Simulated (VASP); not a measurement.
**CdS: single point with PBE**

The system is CdS.

```
Cd S
1.0
     4.26117    0.00000    0.00000
    -2.13058    3.69028    0.00000
     0.00000    0.00000    5.80417
Cd S
1 1
Direct
  0.00000 0.00000 0.44269
  0.66667 0.33333 0.43431
```

```
Program                : VASP 6.6.1
Task                   : single point
Functional             : PBE
Potentials or basis    : VASP PAW PBE potentials, release 64 (Cd, S)
Cutoff                 : 520 eV
k mesh                 : 12 × 12 × 8
Occupations            : methfessel-paxton, width 0.1 eV
Spin                   : no spin polarisation
Dipole correction      : no
Further INCAR settings : ALGO = Normal; EDIFF = 1e-07; NBANDS = 16
```

The pressure is -0.1 GPa and the band gap on the k mesh is 1.47 eV.

Forces on the atoms (eV/Å):
```
Cd   0.000  0.000 -0.002
S    0.000  0.000  0.002
```

Stress tensor (GPa, compression positive):
```
-0.13  0.00  0.00
 0.00 -0.13  0.00
 0.00  0.00 -0.01
```

Levels at points of the mesh, in eV from the valence-band top:
```csv
k point,band 6,band 7,band 8,band 9,band 10,band 11,band 12,band 13
"(0.00, 0.00, 0.00)",-6.93,-1.04,0.00,0.00,1.47,5.59,6.93,6.93
"(0.50, 0.00, 0.00)",-6.75,-3.58,-1.30,-0.15,3.70,5.16,6.78,7.43
"(0.00, 0.00, 0.50)",-6.92,-1.26,0.00,0.00,1.76,5.04,6.98,6.98
"(0.50, 0.00, 0.50)",-6.75,-3.54,-1.29,-0.26,3.87,4.26,7.76,8.01
```

It took 75 s on 1 thread of Intel(R) Xeon(R) Platinum 8488C (Sapphire Rapids) (shared host), peak memory 0.34 GiB.

A k mesh can miss the band edges.
